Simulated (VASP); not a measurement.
As2P3:

```xyz
5
Lattice="4.0757 0.0000 0.0000 -2.0379 3.5297 0.0000 0.0000 0.0000 6.3411" Properties=species:S:1:pos:R:3 pbc="T T T"
P     0.0000    0.0000    0.0000
P     0.0000    2.3531    4.0900
P     2.0379    1.1766    2.2511
As    0.0000    2.3531    1.5536
As    2.0379    1.1766    4.7876
```

| Quantity | Value |
| --- | --- |
| Program | VASP 6.6.1 |
| Task | relaxation of cell and atoms |
| Functional | PBE |
| Potentials or basis | VASP PAW PBE potentials, release 64 (P, As_d) |
| Cutoff | 510 eV |
| k mesh | 6 × 6 × 4 |
| Occupations | gaussian, width 0.1 eV |
| Spin | no spin polarisation |

At the start: pressure 5.2 GPa; volume 18.24 Å³/atom.

Question: Where does the relaxation end?

Answer: Over 35 steps the energy falls by 331.4 meV/atom and the volume is 17.43 Å³/atom (-4.5 %); space group P-3m1 (No. 164, to 0.1 Å) before and after.

Step by step:
```csv
step,energy change (eV),largest force (eV/Å),pressure (GPa),volume (Å³)
1,0.0000,0.8317,5.24,91.22
2,-0.1387,0.2362,-1.68,99.32
3,-0.1430,0.3197,-0.75,98.03
4,-0.1634,0.2639,-0.53,97.31
5,-0.1826,0.1547,0.30,95.64
6,-0.1865,0.0472,-0.28,96.11
7,-0.1866,0.0299,-0.43,96.22
8,-0.1895,0.0702,-0.12,95.48
9,-0.1901,0.0995,0.24,94.83
10,-0.1934,0.1522,0.16,94.83
11,-0.2093,0.3117,-0.09,94.81
12,-0.3286,0.4811,-0.62,94.60
13,-0.8722,0.0734,-2.29,93.61
14,-1.1295,1.6672,4.54,89.51
15,-1.2573,1.2798,0.06,91.15
16,-1.2575,1.2824,0.08,91.15
17,-1.2581,1.2894,0.13,91.16
18,-1.2589,1.3028,0.23,91.16
19,-1.2591,1.3262,0.45,91.16
20,-1.2603,1.3243,0.42,91.16
21,-1.2638,1.3184,0.40,91.17
22,-1.2709,1.3063,0.35,91.19
23,-1.2848,1.2810,0.24,91.23
24,-1.3117,1.2260,0.02,91.31
25,-1.3619,1.1074,-0.42,91.48
26,-1.4465,0.8654,-1.27,91.79
27,-1.5520,0.4195,-2.70,92.41
28,-1.5058,0.6186,-4.96,93.56
29,-1.5764,0.1829,-3.62,92.82
30,-1.6279,0.2545,-1.68,90.06
31,-1.6412,0.3164,-0.38,88.23
32,-1.6420,0.3366,-0.02,87.70
33,-1.6496,0.2505,-0.07,87.54
34,-1.6569,0.0568,-0.05,87.22
35,-1.6570,0.0254,-0.02,87.16
```

Final structure:
```xyz
5
Lattice="3.4992 0.0000 0.0000 -1.7496 3.0304 0.0000 0.0000 0.0000 8.2200" Properties=species:S:1:pos:R:3 pbc="T T T"
P     0.0000    0.0000    0.0000
P     0.0000    2.0202    4.8273
P     1.7496    1.0101    3.3926
As    0.0000    2.0202    1.5689
As    1.7496    1.0101    6.6511
```

Caveat: a cell axis changed by over 15 % at a fixed basis, so the end point is rough; an odd number of electrons without spin polarisation forces a metal; a magnetic or distorted state may lie lower.
